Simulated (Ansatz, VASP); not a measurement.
Two plane-wave programs on TiO

The input POSCAR:

```
TiO
1.0
    2.8516080131      0.0000000000      0.0000000000
   -1.4258040066      2.4695649810      0.0000000000
    0.0000000000      0.0000000000      5.5675030000
Ti O
2 2
Direct
    0.3333333333      0.6666666667      0.2500000000
    0.6666666667      0.3333333333      0.7500000000
    0.0000000000      0.0000000000      0.0000000000
    0.0000000000      0.0000000000      0.5000000000
```

Contents of INCAR.step1:

```
SYSTEM = TiO
ALGO = Normal ; EDIFF = 1E-4
ENCUT = 600 ; GGA = PE
ISMEAR = 0 ; LASPH = .TRUE.
LCHARG = .FALSE. ; LREAL = .FALSE.
LWAVE = .TRUE. ; NELM = 80
PREC = Accurate ; SIGMA = 0.1
```

Contents of INCAR.step2:

```
SYSTEM = TiO
ALGO = Normal ; EDIFF = 1E-6
EDIFFG = -0.01 ; ENCUT = 600
IBRION = 2 ; ISIF = 3
ISMEAR = 0 ; ISTART = 1
LASPH = .TRUE. ; LCHARG = .FALSE.
LMIXTAU = .TRUE. ; LREAL = .FALSE.
LWAVE = .FALSE. ; METAGGA = R2SCAN
NELM = 80 ; NSW = 80
PREC = Accurate ; SIGMA = 0.1
```

The input KPOINTS:

```
k-points
0
G
  18 18 8
  0 0 0
```

Input for Ansatz:

```yaml
crystal:
  lattice:
    - [2.8516080131, 0.0, 0.0]
    - [-1.4258040066, 2.469564981, 0.0]
    - [0.0, 0.0, 5.567503]
  atoms:
    - { symbol: Ti, position: [0.3333333333, 0.6666666667, 0.25] }
    - { symbol: Ti, position: [0.6666666667, 0.3333333333, 0.75] }
    - { symbol: O, position: [0.0, 0.0, 0.0] }
    - { symbol: O, position: [0.0, 0.0, 0.5] }
basis:
  ecutwfc: 500
kpoints:
  mp_grid: { grid: [18, 18, 8] }
hamiltonian:
  xc: r2scan
scf:
  occupations: { method: gaussian, width: 0.1 }
output:
  forces: true
  stress: true
  eigenvalues: true
relax:
  adjacent_minimum: "off"
  f_tol: 0.01
  max_steps: 60
  cell: { stress_tol: 0.05 }
```

Alike in both runs: task relaxation of cell and atoms; functional r2SCAN; k mesh 18 × 18 × 8; occupations gaussian, width 0.1 eV; no spin polarisation.

|  | VASP | Ansatz |
| --- | --- | --- |
| version | VASP 6.6.1 | Ansatz 0.2.0 |
| potentials or method | VASP PAW PBE potentials, release 64 (Ti_sv, O), cutoff 600 eV | scalar-relativistic, plane waves, PAW |
| valence electrons in the cell | 36 | 36 |

```csv
,VASP,Ansatz,Ansatz less VASP
"gap on the k mesh at the Fermi level, each at its own relaxed structure (eV)",none,none,-
relaxed volume (Å³/atom),9.65,9.58,-0.064
relaxed cell length with the largest relative difference (Å),5.556,5.541,-0.0151
```

VASP's potentials were made for PBE, not for r2SCAN. A gap of «none» marks a metal or a gap that the smearing closes.
